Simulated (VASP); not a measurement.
Wanted: the native input for a VASP 6.6.1 run.

```yaml
Task: single point
Functional: PBE
Potentials_or_basis: VASP PAW PBE potentials, release 64 (Ca_sv, Ru_pv)
Cutoff: 520 eV
k_mesh: 4 × 4 × 4
Occupations: gaussian, width 0.1 eV
Spin: no spin polarisation
Dipole_correction: no
Further_INCAR_settings: ALGO = Normal; EDIFF = 1e-06; NBANDS = 30
```

The structure of Ca3Ru lies in POSCAR:

```
Ca3Ru
1.0
    4.5692899338      0.0000000000      0.0000000000
    0.0000000000      4.5692899338      0.0000000000
    0.0000000000      0.0000000000      4.5692899338
Ca Ru
3 1
Direct
    0.0000000000      0.5000000000      0.5000000000
    0.5000000000      0.0000000000      0.5000000000
    0.5000000000      0.5000000000      0.0000000000
    0.0000000000      0.0000000000      0.0000000000
```

One way to write it, as run:

INCAR

```
PREC = Accurate
ENCUT = 520
EDIFF = 1E-6
ISMEAR = 0
SIGMA = 0.1
LREAL = False
LASPH = True
NELM = 80
ALGO = Normal
ISIF = 2
LWAVE = False
LCHARG = False
GGA = PE
NBANDS = 30
```

KPOINTS

```
regular mesh
0
Gamma
  4 4 4
```

Potentials or basis: VASP PAW PBE potentials, release 64 (Ca_sv, Ru_pv).

Run with:

```bash
$ cat potpaw_PBE.64/Ca_sv/POTCAR potpaw_PBE.64/Ru_pv/POTCAR > POTCAR
$ mpirun -np 1 vasp_std > vasp.out
```

It gave:

```yaml
Pressure: 4.6 GPa
Band_gap_on_the_k_mesh: zero (band 22 reaches 5.80 eV, above the bottom of band 23 at 4.64 eV)
```

It took 24 s on 1 thread of AMD EPYC 9R45 96-Core Processor (Zen 5) (shared host), peak memory 0.18 GiB.
